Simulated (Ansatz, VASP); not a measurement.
CsGeF3 in VASP and in Ansatz

File INCAR:

```
SYSTEM = CsGeF3
  PREC = Accurate
  ENCUT = 520
  EDIFF = 1E-6
  ISMEAR = 0
  SIGMA = 0.01
  LREAL = .FALSE.
  LASPH = .TRUE.
  NELM = 100
  ALGO = Normal
  ISIF = 2
  LWAVE = .FALSE.
  LCHARG = .FALSE.
  GGA = PE
  NBANDS = 30
```

The input KPOINTS:

```
regular mesh
0
G
  4 4 4
  0 0 0
```

File POSCAR:

```
CsGeF3
1.0
    4.4965198488      0.0000000000      0.0000000000
    0.0000000000      4.4965198488      0.0000000000
    0.0000000000      0.0000000000      4.4965198488
Cs Ge F
1 1 3
Direct
    0.0000000000      0.0000000000      0.0000000000
    0.5000000000      0.5000000000      0.5000000000
    0.5000000000      0.5000000000      0.0000000000
    0.5000000000      0.0000000000      0.5000000000
    0.0000000000      0.5000000000      0.5000000000
```

Input for Ansatz:

```yaml
crystal:
  lattice:
    - [4.4965198488, 0.0, 0.0]
    - [0.0, 4.4965198488, 0.0]
    - [0.0, 0.0, 4.4965198488]
  atoms:
    - { symbol: Cs, position: [0.0, 0.0, 0.0] }
    - { symbol: Ge, position: [0.5, 0.5, 0.5] }
    - { symbol: F, position: [0.5, 0.5, 0.0] }
    - { symbol: F, position: [0.5, 0.0, 0.5] }
    - { symbol: F, position: [0.0, 0.5, 0.5] }
kpoints:
  mp_grid: { grid: [4, 4, 4] }
hamiltonian:
  xc: pbe
scf:
  occupations: { method: fixed }
  n_extra_bands: 5
output:
  forces: true
  stress: true
  eigenvalues: true
```

Alike in both runs: task single point; functional PBE; k mesh 4 × 4 × 4; no spin polarisation.

|  | VASP | Ansatz |
| --- | --- | --- |
| version | VASP 6.6.1 | Ansatz 0.2.0 |
| potentials or method | VASP PAW PBE potentials, release 64 (Cs_sv, Ge_d, F) | plane waves, PAW |
| plane-wave cutoff (eV) | 520 | 420 |
| occupations | gaussian, width 0.01 eV | fixed |
| valence electrons in the cell | 44 | 44 |

|  | VASP | Ansatz | Ansatz less VASP |
| --- | --- | --- | --- |
| gap on the k mesh at the Fermi level (eV) | 1.84 | 1.85 | +0.014 |
| pressure (GPa) | 2.4 | 2.5 | +0.09 |

Neither program's run includes spin-orbit coupling.
